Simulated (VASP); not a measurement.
Input of a VASP 6.6.1 run:

INCAR

```
PREC = Accurate ; ENCUT = 690
EDIFF = 1E-6 ; ISMEAR = 0
SIGMA = 0.1 ; LREAL = F
LASPH = T ; NELM = 200
ALGO = Normal ; ISIF = 2
LWAVE = F ; LCHARG = F
ISPIN = 2 ; MAGMOM = 4 2 2 -2
LORBIT = 11 ; LMAXMIX = 4
GGA = PE ; NBANDS = 47
GGA_COMPAT = F
```

File KPOINTS:

```
Automatic mesh
0
Gamma
  6 6 6
```

File POSCAR:

```
FeNi3
1.0
    4.8446920336     -0.0000002878      0.0000000000
   -2.4223462660      4.1956262308      0.0000000000
    0.0000000000      0.0000000000      2.3775297363
Fe Ni
1 3
Direct
    0.0000000000      0.0000000000      0.5000000000
    0.5000000000      0.0000000000      0.5000000000
    0.0000000000      0.5000000000      0.5000000000
    0.5000000000      0.5000000000      0.5000000000
```

Potentials or basis: VASP PAW PBE potentials, release 64 (Fe_sv, Ni_sv_GW).

Run with:

```console
$ cat potpaw_PBE.64/Fe_sv/POTCAR potpaw_PBE.64/Ni_sv_GW/POTCAR > POTCAR
$ mpirun -np 1 vasp_std > vasp.out
```

(1) Predict the pressure.

(2) Predict the site moments.

(3) What does it give for the net moment?

## Answers

(1) -8.1 GPa.

(2) Fe +0.06; Ni +0.22 μB.

(3) 0.69 μB per cell.

Caveat: the k points lie up to 0.44 Å⁻¹ apart.
